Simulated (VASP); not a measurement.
# GaIr4 (P-3m1) in VASP: single point with PBE

Aim: the single point of GaIr4 with PBE.

All numbers are computed with VASP 6.6.1; they aren't measurements. Logs are shortened: lines on timing, memory, paths and dates and some standing lists are left out, and cuts for length are marked.

## 1. The cell of the first run

Symmetry: P-3m1, No. 164, trigonal system. The conventional cell has a = 2.894 Å, b = 2.894 Å, c = 9.307 Å, α = 90.00°, β = 90.00°, γ = 120.00°. Within 2.8 Å of Ga (site symmetry -3m) lie 6 Ir at 2.09 Å. Within 2.8 Å of Ir (site symmetry 3m) lie 3 Ga at 2.09 Å. Ir (site symmetry 3m) has 12 Ir at 2.81 to 2.89 Å within 3.7 Å.

## 2. Single point, PBE

INCAR reads:

```
PREC     = Accurate       # precision mode
ENCUT    = 520            # plane-wave cutoff, eV
EDIFF    = 1E-6           # SCF threshold, eV
ISMEAR   = 0              # smearing method
SIGMA    = 0.1            # smearing width, eV
LREAL    = F              # projectors in reciprocal space
LASPH    = T              # aspherical terms in the spheres
NELM     = 100            # most SCF steps
ALGO     = Fast           # electronic algorithm
ISIF     = 2              # what is computed and relaxed
LWAVE    = F              # write WAVECAR
LCHARG   = F              # write CHGCAR
GGA      = PE             # functional
NBANDS   = 32             # bands
```

KPOINTS reads:

```
Automatic mesh
0
Gamma
  6 6 2
```

POSCAR reads:

```
GaIr4
1.0
    2.8944530300      0.0000000000      0.0000000000
   -1.4472265200      2.5066698600      0.0000000000
    0.0000000000      0.0000000000      9.3070598400
Ga Ir
1 4
Direct
    0.0000000000      0.0000000000      0.0000000000
    0.3333333300      0.6666666700      0.8658552800
    0.3333333300      0.6666666700      0.3767953500
    0.6666666700      0.3333333300      0.1341447200
    0.6666666700      0.3333333300      0.6232046500
```

Potentials or basis: VASP PAW PBE potentials, release 64 (Ga_d, Ir).

The run is started by

```console
$ cat potpaw_PBE.64/Ga_d/POTCAR potpaw_PBE.64/Ir/POTCAR > POTCAR
$ mpirun -np 1 vasp_std > vasp.out
```

OUTCAR:

```text
PREC = Accurate
   ENCUT = 520
   EDIFF = 1E-6
   ISMEAR = 0
   LREAL = F
   LASPH = T
   NELM = 100
   ISIF = 2
   GGA = PE

 ion  position               nearest neighbor table
   1  0.000  0.000  0.000-   2 2.09   4 2.09   4 2.09   2 2.09   4 2.09   2 2.09
   2  0.333  0.667  0.866-   1 2.09   1 2.09   1 2.09   5 2.81   5 2.81   5 2.81   4 3.00   4 3.00
                             4 3.00
   3  0.333  0.667  0.377-   4 2.81   4 2.81   4 2.81   5 2.84   5 2.84   5 2.84
   4  0.667  0.333  0.134-   1 2.09   1 2.09   1 2.09   3 2.81   3 2.81   3 2.81   2 3.00   2 3.00
                             2 3.00
   5  0.667  0.333  0.623-   2 2.81   2 2.81   2 2.81   3 2.84   3 2.84   3 2.84

  LATTYP: Found a hexagonal cell.
 ALAT       =     2.8944530300
 C/A-ratio  =     3.2154813858

  Lattice vectors:

 A1 = (   2.8944530300,   0.0000000000,   0.0000000000)
 A2 = (  -1.4472265200,   2.5066698600,   0.0000000000)
 A3 = (   0.0000000000,   0.0000000000,   9.3070598400)

Analysis of symmetry for initial positions (statically):
=====================================================================
 Subroutine PRICEL returns:
 Original cell was already a primitive cell.

 Routine SETGRP: Setting up the symmetry group for a
 hexagonal supercell.

 Subroutine GETGRP returns: Found 12 space group operations
 (whereof 12 operations were pure point group operations)
 out of a pool of 24 trial point group operations.

The static configuration has the point symmetry D_3d.

Analysis of symmetry for dynamics (positions and initial velocities):
=====================================================================
 Subroutine PRICEL returns:
 Original cell was already a primitive cell.

 Routine SETGRP: Setting up the symmetry group for a
 hexagonal supercell.

 Subroutine GETGRP returns: Found 12 space group operations
 (whereof 12 operations were pure point group operations)
 out of a pool of 24 trial point group operations.

The dynamic configuration has the point symmetry D_3d.

 Subroutine INISYM returns: Found 12 space group operations
 (whereof 12 operations are pure point group operations),
 and found     1 'primitive' translations

----------------------------------------------------------------------------------------

                                     Primitive cell

  volume of cell :      67.5268

  direct lattice vectors                    reciprocal lattice vectors
     2.894453030  0.000000000  0.000000000     0.345488419  0.199467832  0.000000000
    -1.447226520  2.506669860  0.000000000     0.000000000  0.398935662  0.000000000
     0.000000000  0.000000000  9.307059840     0.000000000  0.000000000  0.107445318

  length of vectors
     2.894453030  2.894453038  9.307059840     0.398935663  0.398935662  0.107445318

  position of ions in fractional coordinates (direct lattice)
     0.000000000  0.000000000  0.000000000
     0.333333330  0.666666670  0.865855280
     0.333333330  0.666666670  0.376795350
     0.666666670  0.333333330  0.134144720
     0.666666670  0.333333330  0.623204650

  ion indices of the primitive-cell ions
   primitive index   ion index
                 1           1
                 2           2
                 3           3
                 4           4
                 5           5

----------------------------------------------------------------------------------------

 KPOINTS: Automatic mesh

Automatic generation of k-mesh.
 Grid dimensions read from file:
 generate k-points for:    6    6    2

 Generating k-lattice:

  Cartesian coordinates                     Fractional coordinates (reciprocal lattice)
     0.057581403  0.033244639  0.000000000     0.166666667 -0.000000000  0.000000000
     0.000000000  0.066489277  0.000000000     0.000000000  0.166666667  0.000000000
     0.000000000  0.000000000  0.053722659     0.000000000  0.000000000  0.500000000

  Length of vectors
     0.066489277  0.066489277  0.053722659

  Shift w.r.t. Gamma in fractional coordinates (k-lattice)
     0.000000000  0.000000000  0.000000000

 Subroutine IBZKPT returns following result:
 ===========================================

 Found     14 irreducible k-points:

 Following reciprocal coordinates:
            Coordinates               Weight
  0.000000  0.000000  0.000000      1.000000
  0.166667  0.000000  0.000000      6.000000
  0.333333  0.000000  0.000000      6.000000
  0.500000  0.000000  0.000000      3.000000
  0.166667  0.166667  0.000000      6.000000
  0.333333  0.166667  0.000000     12.000000
  0.333333  0.333333  0.000000      2.000000
  0.000000  0.000000  0.500000      1.000000
  0.166667  0.000000  0.500000      6.000000
  0.333333  0.000000  0.500000      6.000000
  0.500000  0.000000  0.500000      3.000000
  0.166667  0.166667  0.500000      6.000000
  0.333333  0.166667  0.500000     12.000000
  0.333333  0.333333  0.500000      2.000000
   k-points           NKPTS =     14   k-points in BZ     NKDIM =     14   number of bands    NBANDS=     32
   number of dos      NEDOS =    301   number of ions     NIONS =      5
   total plane-waves  NPLWV =  40320
   dimension x,y,z NGX =    24 NGY =   24 NGZ =   70
   dimension x,y,z NGXF=    48 NGYF=   48 NGZF=  140
   ions per type =               1   4
   NGX,Y,Z   is equivalent  to a cutoff of  13.78, 13.78, 12.50 a.u.
   NGXF,Y,Z  is equivalent  to a cutoff of  27.57, 27.57, 25.01 a.u.
 SYSTEM =  unknown system
   PREC   = accura    normal or accurate (medium, high low for compatibility)
   ISTART =      0    job   : 0-new  1-cont  2-samecut
   ICHARG =      2    charge: 1-file 2-atom 10-const
   ISPIN  =      1    spin polarized calculation?
   LNONCOLLINEAR =      F non collinear calculations
   LSORBIT =      F    spin-orbit coupling
   LASPH  =      T    aspherical Exc in radial PAW
   ENCUT  =  520.0 eV  38.22 Ry    6.18 a.u.   5.38  5.38 17.30*2*pi/ulx,y,z
   NELM   =    100;   NELMIN=  2; NELMDL= -5     # of ELM steps
   EDIFF  = 0.1E-05   stopping-criterion for ELM
   LREAL  =      F    real-space projection
   EDIFFG = 0.1E-04   stopping-criterion for IOM
   NSW    =      0    number of steps for IOM
   IBRION =     -1    ionic relax: 0-MD 1-quasi-New 2-CG
   NFREE  =      0    steps in history (QN), initial steepest desc. (CG)
   ISIF   =      2    stress and relaxation
   ISYM   =      2    0-nonsym 1-usesym 2-fastsym
   POTIM  = 0.5000    time-step for ionic-motion
   TEBEG  =    0.0;   TEEND  =   0.0 temperature during run
   PSTRESS=    0.0 pullay stress
   NELECT =      49.0000    total number of electrons
   NUPDOWN=      -1.0000    fix difference up-down
   EMIN   =  10.00;   EMAX   =-10.00  energy-range for DOS
   EFERMI =   0.00;   METHOD = LEGACY
   ISMEAR =     0;   SIGMA  =   0.10  broadening in eV -4-tet -1-fermi 0-gaus
   EFERMI_NEDOS =   21; number of points for ismear=-14 and -15
   IALGO  =     68    algorithm
   IMIX   =      4    mixing-type and parameters
     AMIX     =   0.40;   BMIX     =  1.00
     AMIX_MAG =   1.60;   BMIX_MAG =  1.00
  volume/ion in A,a.u.               =      13.51        91.14
  Fermi-wavevector in a.u.,A,eV,Ry     =   1.471120  2.780014 29.445653  2.164194
  Thomas-Fermi vector in A             =   2.586294
   LORBIT       =      0    0 simple, 1 ext, 2 COOP (PROOUT), +10 PAW based schemes
   GGA     = PE    functional components
   LHFCALC =     F    Hartree Fock is set to
   AEXX    =    0.0000 exact exchange contribution
   IVDW    =     0    specifies the selected vdW correction
   LEPSILON=     F    determine dielectric tensor
   LRPA    =     F    only Hartree local field effects (RPA)
 non-spin polarized calculation
 RMM-DIIS sequential band-by-band and
 Gauss-broadening in eV      SIGMA  =   0.10
  energy-cutoff  :      520.00
  volume of cell :       67.53
 maximum number of plane-waves:      1859
 NGX is ok and might be reduce to    24
   NGX = 11   NGY = 11   NGZ = 35

 number of electron      48.9999997 magnetization

 Free energy of the ion-electron system (eV)
  ---------------------------------------------------
  ext. energy  EPLUGINS =         0.00000000
  ---------------------------------------------------
  free energy    TOTEN  =       -27.88851434 eV

  energy without entropy =      -27.84610825  energy(sigma->0) =      -27.86731130

 E-fermi :  10.1437     XC(G=0): -13.8536

 val. band max:       10.1225372528   @ k =   0.0000   0.0000   0.0000
 cond. band min:      10.1437436951   @ k =   0.1667   0.1667   0.0000
 fundamental gap:      0.0212064422
 Fermi energy:        10.1436913862

 k-point     1 :       0.0000    0.0000    0.0000
  band No.  band energies     occupation
      1      -6.4285      2.00000
      2      -6.4285      2.00000
      3      -6.3167      2.00000
      4      -6.1041      2.00000
      5      -6.1041      2.00000
      6      -3.4707      2.00000
[... 24 lines left out ...]
     31      20.4956      0.00000
     32      22.1762      0.00000

 k-point     2 :       0.1667    0.0000    0.0000
  band No.  band energies     occupation
      1      -6.3924      2.00000
      2      -6.3767      2.00000
      3      -6.2629      2.00000
      4      -6.1213      2.00000
      5      -6.0128      2.00000
      6      -2.7631      2.00000
[... 24 lines left out ...]
     31      20.4021      0.00000
     32      21.5659      0.00000

 k-point     3 :       0.3333    0.0000    0.0000
  band No.  band energies     occupation
      1      -6.4208      2.00000
      2      -6.2887      2.00000
      3      -6.2470      2.00000
      4      -5.9138      2.00000
      5      -5.8100      2.00000
      6      -1.1456      2.00000
[... 24 lines left out ...]
     31      16.9630      0.00000
     32      19.5002      0.00000

 k-point     4 :       0.5000    0.0000    0.0000
  band No.  band energies     occupation
      1      -6.4905      2.00000
      2      -6.2508      2.00000
      3      -6.1833      2.00000
      4      -5.7875      2.00000
      5      -5.6992      2.00000
      6       0.0825      2.00000
[... 24 lines left out ...]
     31      15.7697      0.00000
     32      17.6373      0.00000

 k-point     5 :       0.1667    0.1667    0.0000
  band No.  band energies     occupation
      1      -6.3192      2.00000
      2      -6.3026      2.00000
      3      -6.2031      2.00000
      4      -6.1640      2.00000
      5      -5.8248      2.00000
      6      -1.5677      2.00000
[... 234 lines left out ...]
     31      15.9869      0.00000
     32      16.7338      0.00000

 k-point    12 :       0.1667    0.1667    0.5000
  band No.  band energies     occupation
      1      -6.3191      2.00000
      2      -6.3027      2.00000
      3      -6.2031      2.00000
      4      -6.1640      2.00000
      5      -5.8248      2.00000
      6      -1.5659      2.00000
[... 24 lines left out ...]
     31      18.7751      0.00000
     32      18.8250      0.00000

 k-point    13 :       0.3333    0.1667    0.5000
  band No.  band energies     occupation
      1      -6.3175      2.00000
      2      -6.2459      2.00000
      3      -6.1909      2.00000
      4      -5.9284      2.00000
      5      -5.7494      2.00000
      6      -0.0086      2.00000
[... 24 lines left out ...]
     31      15.6201      0.00000
     32      16.7436      0.00000

 k-point    14 :       0.3333    0.3333    0.5000
  band No.  band energies     occupation
      1      -6.1954      2.00000
      2      -6.1954      2.00000
      3      -6.0132      2.00000
      4      -6.0132      2.00000
      5      -5.8989      2.00000
      6       0.7489      2.00000
[... 24 lines left out ...]
     31      15.8472      0.00000
     32      18.0315      0.00000

------------------------ aborting loop because EDIFF is reached ----------------------------------------

  FORCE on cell =-STRESS in cart. coord.  units (eV):
  Direction    XX          YY          ZZ          XY          YZ          ZX
  --------------------------------------------------------------------------------------
  -------------------------------------------------------------------------------------
  Total       31.1922162     31.1922163     38.6911298     -0.0000001      0.0000000      0.0000000
  in kB      740.0833987    740.0834022    918.0066819     -0.0000015      0.0000000      0.0000000
  external PRESSURE =     799.3911609 kB  Pullay stress =       0.0000000 kB

 VOLUME and BASIS-vectors are now :
 -----------------------------------------------------------------------------
  energy-cutoff  :      520.00
  volume of cell :       67.53
      direct lattice vectors                 reciprocal lattice vectors
     2.894453030  0.000000000  0.000000000     0.345488419  0.199467832  0.000000000
    -1.447226520  2.506669860  0.000000000     0.000000000  0.398935662  0.000000000
     0.000000000  0.000000000  9.307059840     0.000000000  0.000000000  0.107445318

 POSITION                                       TOTAL-FORCE (eV/Angst)
 -----------------------------------------------------------------------------------
      0.00000      0.00000      0.00000         0.000000      0.000000      0.000000
     -0.00000      1.67111      8.05857         0.000000      0.000000    -16.289963
     -0.00000      1.67111      3.50686        -0.000000      0.000000      1.824855
      1.44723      0.83556      1.24849        -0.000000     -0.000000     16.289963
      1.44723      0.83556      5.80020         0.000000      0.000000     -1.824855
 -----------------------------------------------------------------------------------
    total drift:                               -0.000000     -0.000000     -0.000000

  FREE ENERGIE OF THE ION-ELECTRON SYSTEM (eV)
  ---------------------------------------------------
  free  energy   TOTEN  =       -27.8885143410 eV

  energy  without entropy=      -27.8461082522  energy(sigma->0) =      -27.86731130
```

It took 23 s on 1 thread of Intel Xeon 6975P-C (Granite Rapids), shared host; peak memory 0.2 GiB.

Results:

```
Free energy   : -27.8885 eV
Pressure      : 79.9 GPa
Largest force : 16.290 eV/Å
```

Forces in eV/Å, atoms in the order of the input:
```
Ga    0.000   0.000   0.000
Ir    0.000   0.000 -16.290
Ir    0.000   0.000   1.825
Ir    0.000   0.000  16.290
Ir    0.000   0.000  -1.825
```

Caveat: the k points lie up to 0.42 Å⁻¹ apart; spin-orbit coupling is left out, which moves the levels of the heavy elements; forces of over 1 eV/Å act on the atoms, so gaps and moduli don't describe the material at rest.
